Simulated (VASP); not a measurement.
# Cl: single point with LDA

Cl:

```
Cl
1.0
     0.00000    2.87178    2.87178
     2.87178    0.00000    2.87178
     2.87178    2.87178    0.00000
Cl
2
Direct
  0.87500 0.87500 0.87500
  0.12500 0.12500 0.12500
```

This cell differs from its parent crystal: volume scaled by 0.8.

```json
{
 "Program": "VASP 6.6.1",
 "Task": "single point",
 "Functional": "LDA",
 "Potentials or basis": "VASP PAW LDA potentials, release 64 (Cl)",
 "Cutoff": "520 eV",
 "k mesh": "11 × 11 × 11",
 "Occupations": "fermi-dirac, width 0.08 eV",
 "Spin": "no spin polarisation"
}
```

```
Pressure               : 9.7 GPa
Band gap on the k mesh : zero (band 7 reaches 2.71 eV, above the bottom of band 8 at 0.40 eV)
```

Levels at points of the mesh, in eV from the Fermi level:
| k point | band 3 | band 4 | band 5 | band 6 | band 7 | band 8 | band 9 | band 10 | band 11 | band 12 |
| --- | --- | --- | --- | --- | --- | --- | --- | --- | --- | --- |
| (0.00, 0.00, 0.00) | -4.42 | -4.42 | -4.42 | -1.66 | -1.66 | -1.66 | 5.55 | 9.36 | 9.36 | 11.64 |

Run time: 20 s on 1 thread of Intel(R) Xeon(R) Platinum 8375C CPU @ 2.90GHz (Ice Lake) (shared host), peak memory 0.15 GiB.
